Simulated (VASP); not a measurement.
# ZnO (P6_3mc) in VASP: a series of runs

ZnO is run at these levels: PBEsol; tasks: single point.

Program: VASP 6.6.1. These are calculated values, not measurements. Logs are shortened: lines on timing, memory, paths and dates and some standing lists are left out, and cuts for length are marked.

**1. The cell of the first run**

Symmetry: P6_3mc, No. 186, hexagonal system. The conventional cell has a = 3.230 Å, b = 3.230 Å, c = 5.214 Å, α = 90.00°, β = 90.00°, γ = 120.00°. Zn (site symmetry 3m) has 4 O at 1.97 to 1.98 Å within 2.6 Å. O (site symmetry 3m) has 4 Zn at 1.97 to 1.98 Å within 2.6 Å.

**2. Single point, PBEsol**

Contents of INCAR:

```
  ALGO = Normal
  EDIFF = 1E-7
  ENCUT = 520
  GGA = PS
  ISIF = 2
  ISMEAR = -1
  LASPH = True
  LCHARG = True
  LELF = True
  LREAL = False
  LVHAR = True
  LWAVE = False
  NBANDS = 26
  NELM = 80
  PREC = Accurate
  SIGMA = 0.08
```

Contents of KPOINTS:

```
k-points
0
Gamma
  12 12 8
```

Contents of POSCAR:

```
ZnO
1.0
    3.2300090304      0.0000000000      0.0000000000
   -1.6150045152      2.7972698748      0.0000000000
    0.0000000000      0.0000000000      5.2143445338
Zn O
2 2
Direct
    0.3333333333      0.6666666667      0.5000406005
    0.6666666667      0.3333333333      0.0000406005
    0.6666666667      0.3333333333      0.3789693995
    0.3333333333      0.6666666667      0.8789693995
```

Potentials or basis: VASP PAW PBE potentials, release 64 (Zn, O).

On the command line:

```bash
$ cat potpaw_PBE.64/Zn/POTCAR potpaw_PBE.64/O/POTCAR > POTCAR
$ mpirun -np 1 vasp_std > vasp.out
```

OUTCAR:

```text
EDIFF = 1E-7
   ENCUT = 520
   GGA = PS
   ISIF = 2
   ISMEAR = -1
   LASPH = True
   LREAL = False
   NELM = 80
   PREC = Accurate

 ion  position               nearest neighbor table
   1  0.333  0.667  0.500-   3 1.97   3 1.97   3 1.97   4 1.98
   2  0.667  0.333  0.000-   4 1.97   4 1.97   4 1.97   3 1.98
   3  0.667  0.333  0.379-   1 1.97   1 1.97   1 1.97   2 1.98
   4  0.333  0.667  0.879-   2 1.97   2 1.97   2 1.97   1 1.98

  LATTYP: Found a hexagonal cell.
 ALAT       =     3.2300090304
 C/A-ratio  =     1.6143436395

  Lattice vectors:

 A1 = (   3.2300090304,   0.0000000000,   0.0000000000)
 A2 = (  -1.6150045152,   2.7972698748,   0.0000000000)
 A3 = (   0.0000000000,   0.0000000000,   5.2143445338)

Analysis of symmetry for initial positions (statically):
=====================================================================
 Subroutine PRICEL returns:
 Original cell was already a primitive cell.

 Routine SETGRP: Setting up the symmetry group for a
 hexagonal supercell.

 Subroutine GETGRP returns: Found 12 space group operations
 (whereof  6 operations were pure point group operations)
 out of a pool of 24 trial point group operations.

The static configuration has the point symmetry C_3v.
 The point group associated with its full space group is C_6v.

Analysis of symmetry for dynamics (positions and initial velocities):
=====================================================================
 Subroutine PRICEL returns:
 Original cell was already a primitive cell.

 Routine SETGRP: Setting up the symmetry group for a
 hexagonal supercell.

 Subroutine GETGRP returns: Found 12 space group operations
 (whereof  6 operations were pure point group operations)
 out of a pool of 24 trial point group operations.

The dynamic configuration has the point symmetry C_3v.
 The point group associated with its full space group is C_6v.

 Subroutine INISYM returns: Found 12 space group operations
 (whereof  6 operations are pure point group operations),
 and found     1 'primitive' translations

----------------------------------------------------------------------------------------

                                     Primitive cell

[... 82 lines left out ...]
   NGX,Y,Z   is equivalent  to a cutoff of  12.35, 12.35, 12.75 a.u.
   NGXF,Y,Z  is equivalent  to a cutoff of  24.71, 24.71, 25.51 a.u.
 SYSTEM =  unknown system
   PREC   = accura    normal or accurate (medium, high low for compatibility)
   ISTART =      0    job   : 0-new  1-cont  2-samecut
   ICHARG =      2    charge: 1-file 2-atom 10-const
   ISPIN  =      1    spin polarized calculation?
   LNONCOLLINEAR =      F non collinear calculations
   LSORBIT =      F    spin-orbit coupling
   LASPH  =      T    aspherical Exc in radial PAW
   ENCUT  =  520.0 eV  38.22 Ry    6.18 a.u.   6.01  6.01  9.70*2*pi/ulx,y,z
   NELM   =     80;   NELMIN=  2; NELMDL= -5     # of ELM steps
   EDIFF  = 0.1E-06   stopping-criterion for ELM
   LREAL  =      F    real-space projection
   EDIFFG = 0.1E-05   stopping-criterion for IOM
   NSW    =      0    number of steps for IOM
   IBRION =     -1    ionic relax: 0-MD 1-quasi-New 2-CG
   NFREE  =      0    steps in history (QN), initial steepest desc. (CG)
   ISIF   =      2    stress and relaxation
   ISYM   =      2    0-nonsym 1-usesym 2-fastsym
   POTIM  = 0.5000    time-step for ionic-motion
   TEBEG  =    0.0;   TEEND  =   0.0 temperature during run
   PSTRESS=    0.0 pullay stress
   NELECT =      36.0000    total number of electrons
   NUPDOWN=      -1.0000    fix difference up-down
   EMIN   =  10.00;   EMAX   =-10.00  energy-range for DOS
   EFERMI =   0.00;   METHOD = LEGACY
   ISMEAR =    -1;   SIGMA  =   0.08  broadening in eV -4-tet -1-fermi 0-gaus
   EFERMI_NEDOS =   21; number of points for ismear=-14 and -15
   IALGO  =     38    algorithm
   IMIX   =      4    mixing-type and parameters
     AMIX     =   0.40;   BMIX     =  1.00
     AMIX_MAG =   1.60;   BMIX_MAG =  1.00
  volume/ion in A,a.u.               =      11.78        79.48
  Fermi-wavevector in a.u.,A,eV,Ry     =   1.496683  2.828320 30.477852  2.240059
  Thomas-Fermi vector in A             =   2.608668
   LORBIT       =      0    0 simple, 1 ext, 2 COOP (PROOUT), +10 PAW based schemes
   GGA     = PS    functional components
   LHFCALC =     F    Hartree Fock is set to
   AEXX    =    0.0000 exact exchange contribution
   IVDW    =     0    specifies the selected vdW correction
   LEPSILON=     F    determine dielectric tensor
   LRPA    =     F    only Hartree local field effects (RPA)
 non-spin polarized calculation
  energy-cutoff  :      520.00
  volume of cell :       47.11
 maximum number of plane-waves:      1290
   NGX = 13   NGY = 13   NGZ = 19

 number of electron      36.0000013 magnetization

 Free energy of the ion-electron system (eV)
  ---------------------------------------------------
  ext. energy  EPLUGINS =         0.00000000
  ---------------------------------------------------
  free energy    TOTEN  =       -19.41065610 eV

  energy without entropy =      -19.41054751  energy(sigma->0) =      -19.41060181

 E-fermi :   1.6207     XC(G=0): -11.2413

 val. band max:        1.1471289903   @ k =   0.0000   0.0000   0.0000
 cond. band min:       1.8374497626   @ k =   0.0000   0.0000   0.0000
 fundamental gap:      0.6903207723
 Fermi energy:         1.6206952560

 k-point     1 :       0.0000    0.0000    0.0000
  band No.  band energies     occupation
      1     -16.9831      2.00000
      2     -16.2277      2.00000
      3      -4.6636      2.00000
      4      -4.6219      2.00000
      5      -4.6219      2.00000
      6      -4.5787      2.00000
[... 685 lines left out ...]
     25      14.5020      0.00000
     26      15.1617      0.00000

 [... further k-points ...]
[... 5 lines left out ...]
  --------------------------------------------------------------------------------------
  -------------------------------------------------------------------------------------
  Total        0.2922379      0.2922379      0.2946368      0.0000000      0.0000000      0.0000000
  in kB        9.9382354      9.9382354     10.0198165      0.0000000      0.0000000      0.0000000
  external PRESSURE =       9.9654291 kB  Pullay stress =       0.0000000 kB

 VOLUME and BASIS-vectors are now :
 -----------------------------------------------------------------------------
  energy-cutoff  :      520.00
  volume of cell :       47.11
      direct lattice vectors                 reciprocal lattice vectors
     3.230009030  0.000000000  0.000000000     0.309596658  0.178745714  0.000000000
    -1.615004515  2.797269875  0.000000000     0.000000000  0.357491427  0.000000000
     0.000000000  0.000000000  5.214344534     0.000000000  0.000000000  0.191778659

 POSITION                                       TOTAL-FORCE (eV/Angst)
 -----------------------------------------------------------------------------------
     -0.00000      1.86485      2.60738         0.000000      0.000000      0.000922
      1.61500      0.93242      0.00021        -0.000000      0.000000      0.000922
      1.61500      0.93242      1.97608        -0.000000      0.000000     -0.000922
     -0.00000      1.86485      4.58325         0.000000      0.000000     -0.000922
 -----------------------------------------------------------------------------------
    total drift:                                0.000000      0.000001     -0.000481

  FREE ENERGIE OF THE ION-ELECTRON SYSTEM (eV)
  ---------------------------------------------------
  free  energy   TOTEN  =       -19.4106560959 eV

  energy  without entropy=      -19.4105475147  energy(sigma->0) =      -19.41060181
```

OSZICAR:

```text
N       E                     dE             d eps       ncg     rms          rms(c)
DAV:   1     0.291809912688E+03    0.29181E+03   -0.18211E+04  5020   0.201E+03
DAV:   2     0.912911334655E+01   -0.28268E+03   -0.26541E+03  5228   0.409E+02
DAV:   3    -0.216006460758E+02   -0.30730E+02   -0.30284E+02  5432   0.138E+02
DAV:   4    -0.222085198487E+02   -0.60787E+00   -0.60660E+00  5558   0.197E+01
DAV:   5    -0.222115119427E+02   -0.29921E-02   -0.29918E-02  5344   0.143E+00    0.142E+01
DAV:   6    -0.192839257858E+02    0.29276E+01   -0.56033E+00  7794   0.602E+01    0.918E+00
DAV:   7    -0.194590384151E+02   -0.17511E+00   -0.26073E+00  5124   0.158E+01    0.547E+00
DAV:   8    -0.194587744740E+02    0.26394E-03   -0.50129E-01  7198   0.716E+00    0.163E+00
DAV:   9    -0.194085859590E+02    0.50189E-01   -0.93160E-02  7286   0.603E+00    0.349E-01
DAV:  10    -0.194106182907E+02   -0.20323E-02   -0.37691E-02  4998   0.132E+00    0.111E-01
DAV:  11    -0.194106309287E+02   -0.12638E-04   -0.60311E-04  5272   0.219E-01    0.244E-02
DAV:  12    -0.194106581287E+02   -0.27200E-04   -0.25747E-05  5172   0.395E-02    0.176E-02
DAV:  13    -0.194106576520E+02    0.47664E-06   -0.26689E-06  5642   0.220E-02    0.950E-03
DAV:  14    -0.194106562367E+02    0.14153E-05   -0.30437E-06  5638   0.141E-02    0.230E-03
DAV:  15    -0.194106561077E+02    0.12895E-06   -0.21957E-07  3696   0.385E-03    0.946E-04
DAV:  16    -0.194106560959E+02    0.11800E-07   -0.14117E-08  2522   0.980E-04
   1 F= -.19410656E+02 E0= -.19410602E+02  d E =-.108581E-03
```

Wall time 2.2 min (1 thread of Intel Xeon 8259CL, shared host); peak memory 0.22 GiB.

What came out:

* Free energy: -19.4107 eV
* Pressure: 1.0 GPa
* Band gap on the k mesh: 0.69 eV

Caveat: the PAW data sets were made with another functional, which shifts forces and pressure a little. A k mesh can miss the band edges.

**3. Single point, PBEsol**

This run uses another cell than the first one, of 10.81 Å³/atom.

Contents of INCAR:

```
SYSTEM = ZnO
ALGO = Normal ; EDIFF = 1E-6
ENCUT = 520 ; GGA = PS
ISIF = 2 ; ISMEAR = 0
LASPH = .TRUE. ; LCHARG = .FALSE.
LREAL = .FALSE. ; LWAVE = .FALSE.
NBANDS = 26 ; NELM = 80
PREC = Accurate ; SIGMA = 0.01
```

Contents of KPOINTS:

```
k-points
0
G
  8 8 4
  0 0 0
```

Contents of POSCAR:

```
ZnO
1.0
    3.1390870580      0.0000000000      0.0000000000
   -1.5695435290      2.7185291369      0.0000000000
    0.0000000000      0.0000000000      5.0679598424
Zn O
2 2
Direct
    0.3333333333      0.6666666667      0.5001232048
    0.6666666667      0.3333333333      0.0001232048
    0.6666666667      0.3333333333      0.3788867952
    0.3333333333      0.6666666667      0.8788867952
```

Potentials or basis: VASP PAW PBE potentials, release 64 (Zn, O).

On the command line:

```bash
$ cat potpaw_PBE.64/Zn/POTCAR potpaw_PBE.64/O/POTCAR > POTCAR
$ mpirun -np 1 vasp_std > vasp.out
```

Wall time 31 s (1 thread of Intel Xeon 8259CL, shared host); peak memory 0.17 GiB.

The run converged. Its results:

```
Free energy            : -19.2089 eV
Pressure               : 16.3 GPa
Band gap on the k mesh : 0.81 eV
```

Levels at points of the mesh, in eV from the valence-band top:
| k point | band 15 | band 16 | band 17 | band 18 | band 19 | band 20 | band 21 | band 22 |
| --- | --- | --- | --- | --- | --- | --- | --- | --- |
| (0.00, 0.00, 0.00) | -0.92 | -0.12 | 0.00 | 0.00 | 0.81 | 5.46 | 8.38 | 13.26 |
| (0.50, 0.00, 0.00) | -3.14 | -2.61 | -1.47 | -0.97 | 6.09 | 6.81 | 7.51 | 9.08 |
| (0.00, 0.00, 0.50) | -0.46 | -0.46 | -0.46 | -0.46 | 3.57 | 3.57 | 10.29 | 10.29 |
| (0.50, 0.00, 0.50) | -1.73 | -1.73 | -1.58 | -1.58 | 5.70 | 5.70 | 8.89 | 8.89 |

Caveat: the cell stands under pressure; the PAW data sets were made with another functional, which shifts forces and pressure a little.

(Continued in part 2 of 2.)
